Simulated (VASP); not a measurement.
RbCdI3:

```xyz
5
Lattice="5.6534 0.0000 0.0000 0.0000 5.6534 0.0000 0.0000 0.0000 5.6534" Properties=species:S:1:pos:R:3 pbc="T T T"
Rb    0.0000    0.0000    0.0000
Cd    2.8267    2.8267    2.8267
I     2.8267    2.8267    0.0000
I     2.8267    0.0000    2.8267
I     0.0000    2.8267    2.8267
```

This cell differs from its parent crystal: strain -5.0%.

Base run:

- Program: VASP 6.6.1
- Functional: PBE
- Potentials or basis: VASP PAW PBE potentials, release 64 (Rb_sv, Cd, I)
- Cutoff: 520 eV
- k mesh: 4 × 4 × 4
- Occupations: fermi-dirac, width 0.02 eV
- Spin: no spin polarisation

Its results: band gap on the k mesh zero (bands 21 and 22 overlap by 0.17 eV); pressure 5.6 GPa.

Question: The run is repeated on the same cell with these changes: functional from PBE to r2SCAN. What comes out?

Answer: Band gap on the k mesh 0.31 eV (least direct gap 0.93 eV); pressure 5.1 GPa.

Caveats: the cell stands under pressure; semilocal functionals underestimate gaps, and a narrow one can read as zero; spin-orbit coupling is left out, which moves the levels of the heavy elements; the PAW data sets were made with another functional, which shifts forces and pressure a little (at least some runs).

A k mesh can miss the band edges.
